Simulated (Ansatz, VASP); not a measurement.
## Sr: VASP beside Ansatz

INCAR

```
PREC = Accurate ; ENCUT = 520
EDIFF = 1E-6 ; ISMEAR = 0
SIGMA = 0.15 ; LREAL = F
LASPH = T ; NELM = 80
ALGO = Fast ; ISIF = 2
LWAVE = F ; LCHARG = T
GGA = PS ; LELF = T
LVHAR = T ; NBANDS = 17
```

KPOINTS

```
Automatic mesh
0
Gamma
  12 12 8
```

POSCAR

```
Sr
1.0
    4.1385396232      0.0000000000      0.0000000000
   -2.0692698116      3.8507114774      0.0000000000
    0.0000000000      0.0000000000      6.5572994169
Sr
2
Direct
    0.3333333333      0.6666666667      0.2500000000
    0.6666666667      0.3333333333      0.7500000000
```

Input for Ansatz:

```yaml
crystal:
  lattice:
    - [4.1385396232, 0.0, 0.0]
    - [-2.0692698116, 3.8507114774, 0.0]
    - [0.0, 0.0, 6.5572994169]
  atoms:
    - { symbol: Sr, position: [0.3333333333, 0.6666666667, 0.25] }
    - { symbol: Sr, position: [0.6666666667, 0.3333333333, 0.75] }
basis:
  ecutwfc: 420
kpoints:
  mp_grid: { grid: [12, 12, 8] }
hamiltonian:
  xc: pbesol
  pseudopotentials: { kind: paw }
scf:
  occupations: { method: gaussian, width: 0.15 }
output:
  forces: true
  stress: true
  eigenvalues: true
```

Change from the starting cell: strain +e along x and -e along y -0.0367, strain +e along z and -e/2 along x and y -0.0467.

Alike in both runs: task single point; functional PBEsol; k mesh 12 × 12 × 8; occupations gaussian, width 0.15 eV; no spin polarisation.

|  | VASP | Ansatz |
| --- | --- | --- |
| version | VASP 6.6.1 | Ansatz 0.2.0 |
| potentials or method | VASP PAW PBE potentials, release 64 (Sr_sv), cutoff 520 eV | scalar-relativistic, plane waves, PAW |
| valence electrons in the cell | 20 | 20 |

|  | VASP | Ansatz | Ansatz less VASP |
| --- | --- | --- | --- |
| gap on the k mesh at the Fermi level (eV) | none | none | - |
| pressure (GPa) | 0.1 | 0.1 | -0.01 |
| traceless stress, the component that is largest in VASP (GPa) | -1.19 | -1.19 | +0.004 |
| rms of the force components (eV/Å) | 0.050 | 0.050 | -0.0001 |

VASP's potentials were made for PBE, not for PBEsol. Atom by atom the forces differ by 0.000 eV/Å (rms over components). A gap of «none» marks a metal or a gap that the smearing closes.
